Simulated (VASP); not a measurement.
Here is a VASP 6.6.1 calculation.

File POSCAR:

```
CuI
1.0
    3.6244033622      0.0000000000      0.0000000000
    0.0000000000      3.6244033622      0.0000000000
    0.0000000000      0.0000000000      3.6244033622
Cu I
1 1
Direct
    0.0000000000      0.0000000000      0.0000000000
    0.5000000000      0.5000000000      0.5000000000
```

INCAR.step1

```
SYSTEM = CuI
PREC = Accurate
ENCUT = 520
ISMEAR = -1
SIGMA = 0.02
LREAL = .FALSE.
LASPH = .TRUE.
NELM = 100
NBANDS = 16
GGA = PE
ALGO = Normal
EDIFF = 1E-4
LWAVE = .TRUE.
LCHARG = .FALSE.
```

Contents of INCAR.step2:

```
SYSTEM = CuI
PREC = Accurate
ENCUT = 520
EDIFF = 1E-6
ISMEAR = -1
SIGMA = 0.02
LREAL = .FALSE.
LASPH = .TRUE.
NELM = 100
ALGO = Normal
ISIF = 2
LWAVE = .FALSE.
LCHARG = .TRUE.
METAGGA = R2SCAN
LMIXTAU = .TRUE.
LELF = .TRUE.
LVHAR = .TRUE.
NBANDS = 16
ISTART = 1
```

File KPOINTS:

```
Automatic mesh
0
G
  6 6 6
  0 0 0
```

Potentials or basis: VASP PAW PBE potentials, release 64 (Cu, I).

The run is started by

```console
$ cat potpaw_PBE.64/Cu/POTCAR potpaw_PBE.64/I/POTCAR > POTCAR
$ cp INCAR.step1 INCAR
$ mpirun -np 1 vasp_std > vasp.out
$ cp INCAR.step2 INCAR
$ mpirun -np 1 vasp_std > vasp.out
```

(1) What does it give for the band gap on the k mesh?

(2) What does it give for the pressure?

## Answers

(1) zero (bands 9 and 10 overlap by 0.19 eV).

(2) 1.1 GPa.

Caveat: the PAW data sets were made with another functional, which shifts forces and pressure a little; spin-orbit coupling is left out, which moves the levels of the heavy elements.
